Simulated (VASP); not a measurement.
# Hf2N (P4_2/mnm) in VASP: notebook

The runs below take Hf2N through single point, relaxation of cell and atoms, with PBEsol.

Program: VASP 6.6.1. These are calculated values, not measurements. Logs are shortened: lines on timing, memory, paths and dates and some standing lists are left out, and cuts for length are marked.

### Step 1. The cell of the first run

Symmetry: P4_2/mnm, No. 136, tetragonal system. The conventional cell has a = 5.350 Å, b = 5.350 Å, c = 3.257 Å, α = 90.00°, β = 90.00°, γ = 90.00°. Within 3.3 Å of Hf (site symmetry m2m) lie 3 N at 2.24 Å and 11 Hf at 3.09 to 3.26 Å. Within 3.0 Å of N (site symmetry mmm) lie 6 Hf at 2.24 Å.

### Step 2. Single point, PBEsol (15.54 Å³/atom)

INCAR

```
PREC = Accurate
ENCUT = 520
EDIFF = 1E-6
ISMEAR = 0
SIGMA = 0.1
LREAL = F
LASPH = T
NELM = 80
ALGO = Normal
ISIF = 2
LWAVE = F
LCHARG = F
GGA = PS
NBANDS = 34
```

KPOINTS

```
regular mesh
0
Gamma
  8 8 12
```

POSCAR

```
Hf2N
1.0
    5.3501582260      0.0000000000      0.0000000000
    0.0000000000      5.3501582260      0.0000000000
    0.0000000000      0.0000000000      3.2567444964
Hf N
4 2
Direct
    0.2959177422      0.2959177422      0.0000000000
    0.7040822578      0.7040822578      0.0000000000
    0.7959177422      0.2040822578      0.5000000000
    0.2040822578      0.7959177422      0.5000000000
    0.0000000000      0.0000000000      0.0000000000
    0.5000000000      0.5000000000      0.5000000000
```

Potentials or basis: VASP PAW PBE potentials, release 64 (Hf_pv, N).

On the command line:

```console
> cat potpaw_PBE.64/Hf_pv/POTCAR potpaw_PBE.64/N/POTCAR > POTCAR
> mpirun -np 1 vasp_std > vasp.out
```

OUTCAR:

```text
PREC = Accurate
   ENCUT = 520
   EDIFF = 1E-6
   ISMEAR = 0
   LREAL = F
   LASPH = T
   NELM = 80
   ISIF = 2
   GGA = PS

 ion  position               nearest neighbor table
   1  0.296  0.296  0.000-   5 2.24   6 2.24   6 2.24   2 3.09   4 3.17   3 3.17   4 3.17   3 3.17
                             4 3.17   4 3.17   3 3.17   3 3.17   2 3.85   2 3.85
   2  0.704  0.704  0.000-   5 2.24   6 2.24   6 2.24   1 3.09   4 3.17   3 3.17   4 3.17   3 3.17
                             3 3.17   3 3.17   4 3.17   4 3.17   1 3.85   1 3.85
   3  0.796  0.204  0.500-   6 2.24   5 2.24   5 2.24   4 3.09   1 3.17   1 3.17   2 3.17   2 3.17
                             2 3.17   2 3.17   1 3.17   1 3.17   4 3.85   4 3.85
   4  0.204  0.796  0.500-   6 2.24   5 2.24   5 2.24   3 3.09   1 3.17   1 3.17   2 3.17   2 3.17
                             1 3.17   1 3.17   2 3.17   2 3.17   3 3.85   3 3.85
   5  0.000  0.000  0.000-   1 2.24   2 2.24   3 2.24   4 2.24   3 2.24   4 2.24
   6  0.500  0.500  0.500-   3 2.24   4 2.24   1 2.24   2 2.24   1 2.24   2 2.24

  LATTYP: Found a simple tetragonal cell.
 ALAT       =     5.3501582260
 C/A-ratio  =     0.6087192862

  Lattice vectors:

 A1 = (   5.3501582260,   0.0000000000,   0.0000000000)
 A2 = (   0.0000000000,   5.3501582260,   0.0000000000)
 A3 = (   0.0000000000,   0.0000000000,   3.2567444964)

Analysis of symmetry for initial positions (statically):
=====================================================================
 Subroutine PRICEL returns:
 Original cell was already a primitive cell.

 Routine SETGRP: Setting up the symmetry group for a
 simple tetragonal supercell.

 Subroutine GETGRP returns: Found 16 space group operations
 (whereof  8 operations were pure point group operations)
 out of a pool of 16 trial point group operations.

The static configuration has the point symmetry D_2h.
 The point group associated with its full space group is D_4h.

Analysis of symmetry for dynamics (positions and initial velocities):
=====================================================================
 Subroutine PRICEL returns:
 Original cell was already a primitive cell.

 Routine SETGRP: Setting up the symmetry group for a
 simple tetragonal supercell.

 Subroutine GETGRP returns: Found 16 space group operations
 (whereof  8 operations were pure point group operations)
 out of a pool of 16 trial point group operations.

The dynamic configuration has the point symmetry D_2h.
 The point group associated with its full space group is D_4h.

 Subroutine INISYM returns: Found 16 space group operations
 (whereof  8 operations are pure point group operations),
 and found     1 'primitive' translations

----------------------------------------------------------------------------------------
[... 110 lines left out ...]
   TEBEG  =    0.0;   TEEND  =   0.0 temperature during run
   PSTRESS=    0.0 pullay stress
   NELECT =      50.0000    total number of electrons
   NUPDOWN=      -1.0000    fix difference up-down
   EMIN   =  10.00;   EMAX   =-10.00  energy-range for DOS
   EFERMI =   0.00;   METHOD = LEGACY
   ISMEAR =     0;   SIGMA  =   0.10  broadening in eV -4-tet -1-fermi 0-gaus
   EFERMI_NEDOS =   21; number of points for ismear=-14 and -15
   IALGO  =     38    algorithm
   IMIX   =      4    mixing-type and parameters
     AMIX     =   0.40;   BMIX     =  1.00
     AMIX_MAG =   1.60;   BMIX_MAG =  1.00
  volume/ion in A,a.u.               =      15.54       104.85
  Fermi-wavevector in a.u.,A,eV,Ry     =   1.330125  2.513572 24.071877  1.769233
  Thomas-Fermi vector in A             =   2.459236
   LORBIT       =      0    0 simple, 1 ext, 2 COOP (PROOUT), +10 PAW based schemes
   GGA     = PS    functional components
   LHFCALC =     F    Hartree Fock is set to
   AEXX    =    0.0000 exact exchange contribution
   IVDW    =     0    specifies the selected vdW correction
   LEPSILON=     F    determine dielectric tensor
   LRPA    =     F    only Hartree local field effects (RPA)
 non-spin polarized calculation
 Gauss-broadening in eV      SIGMA  =   0.10
  energy-cutoff  :      520.00
  volume of cell :       93.22
 maximum number of plane-waves:      2532
 NGX is ok and might be reduce to    40
   NGX = 19   NGY = 19   NGZ = 13

 number of electron      50.0000004 magnetization

 Free energy of the ion-electron system (eV)
  ---------------------------------------------------
  ext. energy  EPLUGINS =         0.00000000
  ---------------------------------------------------
  free energy    TOTEN  =       -67.43856704 eV

  energy without entropy =      -67.42546897  energy(sigma->0) =      -67.43201801

 E-fermi :   5.6706     XC(G=0): -12.0154

 val. band max:        5.6611627883   @ k =   0.3750   0.3750   0.3333
 cond. band min:       5.6819361194   @ k =   0.5000   0.0000   0.2500
 fundamental gap:      0.0207733312
 Fermi energy:         5.6705864317

 k-point     1 :       0.0000    0.0000    0.0000
  band No.  band energies     occupation
      1     -25.4806      2.00000
      2     -25.0208      2.00000
      3     -24.9602      2.00000
      4     -24.9602      2.00000
      5     -24.7416      2.00000
      6     -24.6144      2.00000
[... 877 lines left out ...]
     33       9.6075      0.00000
     34       9.6075      0.00000

 [... further k-points ...]

------------------------ aborting loop because EDIFF is reached ----------------------------------------

  FORCE on cell =-STRESS in cart. coord.  units (eV):
  Direction    XX          YY          ZZ          XY          YZ          ZX
  --------------------------------------------------------------------------------------
  -------------------------------------------------------------------------------------
  Total       -3.8720643     -3.8720643     -3.9712966      0.0000000      0.0000000      0.0000000
  in kB      -66.5481835    -66.5481835    -68.2536633      0.0000000      0.0000000      0.0000000
  external PRESSURE =     -67.1166767 kB  Pullay stress =       0.0000000 kB

 VOLUME and BASIS-vectors are now :
 -----------------------------------------------------------------------------
  energy-cutoff  :      520.00
  volume of cell :       93.22
      direct lattice vectors                 reciprocal lattice vectors
     5.350158226  0.000000000  0.000000000     0.186910360  0.000000000  0.000000000
     0.000000000  5.350158226  0.000000000     0.000000000  0.186910360  0.000000000
     0.000000000  0.000000000  3.256744496     0.000000000  0.000000000  0.307055098

 POSITION                                       TOTAL-FORCE (eV/Angst)
 -----------------------------------------------------------------------------------
      1.58321      1.58321      0.00000         0.006294      0.006294     -0.000000
      3.76695      3.76695      0.00000        -0.006294     -0.006294      0.000000
      4.25829      1.09187      1.62837         0.006294     -0.006294      0.000000
      1.09187      4.25829      1.62837        -0.006294      0.006294     -0.000000
      0.00000      0.00000      0.00000         0.000000      0.000000     -0.000000
      2.67508      2.67508      1.62837         0.000000      0.000000     -0.000000
 -----------------------------------------------------------------------------------
    total drift:                                0.000000     -0.000000     -0.000000

  FREE ENERGIE OF THE ION-ELECTRON SYSTEM (eV)
  ---------------------------------------------------
  free  energy   TOTEN  =       -67.4385670359 eV

  energy  without entropy=      -67.4254689742  energy(sigma->0) =      -67.43201801
```

OSZICAR:

```text
N       E                     dE             d eps       ncg     rms          rms(c)
DAV:   1     0.217558623138E+03    0.21756E+03   -0.27395E+04  7148   0.144E+03
DAV:   2    -0.594433254604E+02   -0.27700E+03   -0.26542E+03  8814   0.357E+02
DAV:   3    -0.738952202576E+02   -0.14452E+02   -0.14071E+02  9206   0.591E+01
DAV:   4    -0.741432403620E+02   -0.24802E+00   -0.24656E+00  8860   0.815E+00
DAV:   5    -0.741485177865E+02   -0.52774E-02   -0.52705E-02  9088   0.988E-01    0.100E+02
DAV:   6    -0.678976758370E+02    0.62508E+01   -0.34356E+01  8524   0.233E+01    0.704E+01
DAV:   7    -0.676558405390E+02    0.24184E+00   -0.56427E+00  8464   0.107E+01    0.196E+01
DAV:   8    -0.674504074440E+02    0.20543E+00   -0.88874E-01  8998   0.402E+00    0.289E+00
DAV:   9    -0.674437895265E+02    0.66179E-02   -0.18253E-01  8370   0.186E+00    0.310E+00
DAV:  10    -0.674387884861E+02    0.50010E-02   -0.38773E-02  8706   0.840E-01    0.105E+00
DAV:  11    -0.674387610760E+02    0.27410E-04   -0.52079E-03  8770   0.329E-01    0.705E-01
DAV:  12    -0.674385706799E+02    0.19040E-03   -0.49363E-04  8662   0.998E-02    0.309E-01
DAV:  13    -0.674385667353E+02    0.39446E-05   -0.14050E-04  8794   0.460E-02    0.106E-02
DAV:  14    -0.674385670359E+02   -0.30059E-06   -0.41815E-06  7674   0.104E-02
   1 F= -.67438567E+02 E0= -.67432018E+02  d E =-.130981E-01
```

Wall time 5.4 min (1 thread of Intel Xeon 8259CL, shared host); peak memory 0.37 GiB.

Results:

- Free energy: -67.4386 eV
- Pressure: -6.7 GPa
- Largest force: 0.009 eV/Å
- Band gap on the k mesh: zero (bands 25 and 26 overlap by 2.60 eV)

Forces in eV/Å, atoms in the order of the input:
```
Hf   0.006  0.006  0.000
Hf  -0.006 -0.006  0.000
Hf   0.006 -0.006  0.000
Hf  -0.006  0.006  0.000
N    0.000  0.000  0.000
N    0.000  0.000  0.000
```

Levels at points of the mesh, in eV from the Fermi level:
| k point | band 21 | band 22 | band 23 | band 24 | band 25 | band 26 | band 27 | band 28 | band 29 | band 30 |
| --- | --- | --- | --- | --- | --- | --- | --- | --- | --- | --- |
| (0.00, 0.00, 0.00) | -3.51 | -2.09 | -0.18 | 0.79 | 1.05 | 1.08 | 1.08 | 1.49 | 1.75 | 1.75 |
| (0.50, 0.00, 0.00) | -2.46 | -2.46 | -1.04 | -1.04 | 1.37 | 1.37 | 1.84 | 1.84 | 1.91 | 1.91 |
| (0.50, 0.50, 0.00) | -1.74 | -1.74 | -1.41 | -1.41 | 1.05 | 1.05 | 1.47 | 1.47 | 1.70 | 1.70 |
| (0.00, 0.00, 0.50) | -1.45 | -1.45 | -1.26 | -1.26 | -1.23 | -1.23 | 2.13 | 2.13 | 3.63 | 3.63 |
| (0.50, 0.00, 0.50) | -1.91 | -1.91 | -1.17 | -1.17 | -0.93 | -0.93 | 1.73 | 1.73 | 3.73 | 3.73 |
| (0.50, 0.50, 0.50) | -1.65 | -1.65 | -0.82 | -0.82 | -0.60 | -0.60 | 1.22 | 1.22 | 2.82 | 2.82 |

Caveat: the cell stands under tension; the PAW data sets were made with another functional, which shifts forces and pressure a little; spin-orbit coupling is left out, which moves the levels of the heavy elements.

### Step 3. Relaxation of cell and atoms, PBEsol, target pressure 20 GPa, at which the enthalpy is minimised

This run uses another cell than the first one, of 13.87 Å³/atom.

INCAR

```
SYSTEM = Hf2N
PREC = Accurate
ENCUT = 600
EDIFF = 1E-7
ISMEAR = 0
SIGMA = 0.1
LREAL = .False.
LASPH = .True.
NELM = 100
ALGO = Normal
ISIF = 3
LWAVE = .False.
LCHARG = .False.
GGA = PS
IBRION = 2
NSW = 70
EDIFFG = -0.008
PSTRESS = 200.0
```

KPOINTS

```
Automatic mesh
0
Gamma
  8 8 12
  0 0 0
```

POSCAR

```
Hf2N
1.0
    5.1471666396      0.0000000000      0.0000000000
    0.0000000000      5.1471666396      0.0000000000
    0.0000000000      0.0000000000      3.1418854270
Hf N
4 2
Direct
    0.2948520023      0.2948520023      0.0000000000
    0.7051479977      0.7051479977      0.0000000000
    0.7948520023      0.2051479977      0.5000000000
    0.2051479977      0.7948520023      0.5000000000
    0.0000000000      0.0000000000      0.0000000000
    0.5000000000      0.5000000000      0.5000000000
```

Potentials or basis: VASP PAW PBE potentials, release 64 (Hf_pv, N).

On the command line:

```console
> cat potpaw_PBE.64/Hf_pv/POTCAR potpaw_PBE.64/N/POTCAR > POTCAR
> mpirun -np 1 vasp_std > vasp.out
```

Run time: 7.6 min. Hardware: 1 thread of Intel Xeon 6975P-C (Granite Rapids), shared host; peak memory 0.41 GiB.

It converged, with:

```
Free energy                                                : -67.0983 eV
Relaxed volume                                             : 13.85 Å³/atom
Relaxed cell                                               : a = 5.143 Å, b = 5.143 Å, c = 3.141 Å, α = 90.00°, β = 90.00°, γ = 90.00°
Space group after relaxing (to 0.1 Å)                      : P4_2/mnm (No. 136)
Energy change on relaxing (the run minimises the enthalpy) : +3.1 meV/atom
Ionic steps                                                : 5
Pressure after relaxing                                    : 20.0 GPa
Band gap on the k mesh                                     : zero (bands 25 and 26 overlap by 2.96 eV)
```

Stress tensor (GPa, compression positive):
```
20.03  0.00  0.00
 0.00 20.03  0.00
 0.00  0.00 19.95
```

Step by step:
```tsv
step	energy change (eV)	largest force (eV/Å)	pressure (GPa)	volume (Å³)
1	0.0000	0.0696	19.51	83.24
2	0.0639	0.0029	21.24	82.73
3	0.0246	0.0436	20.19	83.04
4	0.0162	0.0172	19.92	83.10
5	0.0186	0.0012	20.00	83.08
```

Final structure:
```xyz
6
Lattice="5.1430 0.0000 0.0000 0.0000 5.1430 0.0000 0.0000 0.0000 3.1411" Properties=species:S:1:pos:R:3 pbc="T T T"
Hf    1.5142    1.5142    0.0000
Hf    3.6288    3.6288    0.0000
Hf    4.0857    1.0573    1.5705
Hf    1.0573    4.0857    1.5705
N     5.1430    0.0000    0.0000
N     2.5715    2.5715    1.5705
```

Levels at points of the mesh, in eV from the Fermi level:
| k point | band 23 | band 24 | band 25 | band 26 | band 27 | band 28 |
| --- | --- | --- | --- | --- | --- | --- |
| (0.00, 0.00, 0.00) | 0.17 | 0.77 | 1.06 | 1.24 | 1.24 | 1.77 |
| (0.50, 0.00, 0.00) | -1.18 | -1.18 | 1.64 | 1.64 | 2.01 | 2.01 |
| (0.50, 0.50, 0.00) | -1.52 | -1.52 | 1.08 | 1.08 | 1.65 | 1.65 |
| (0.00, 0.00, 0.50) | -1.34 | -1.34 | -1.31 | -1.31 | 2.36 | 2.36 |
| (0.50, 0.00, 0.50) | -1.13 | -1.13 | -0.99 | -0.99 | 1.94 | 1.94 |
| (0.50, 0.50, 0.50) | -1.05 | -1.05 | -0.36 | -0.36 | 1.53 | 1.53 |

Caveat: the cell is relaxed towards a set pressure, so the run minimises the enthalpy, not the energy; the PAW data sets were made with another functional, which shifts forces and pressure a little; spin-orbit coupling is left out, which moves the levels of the heavy elements.
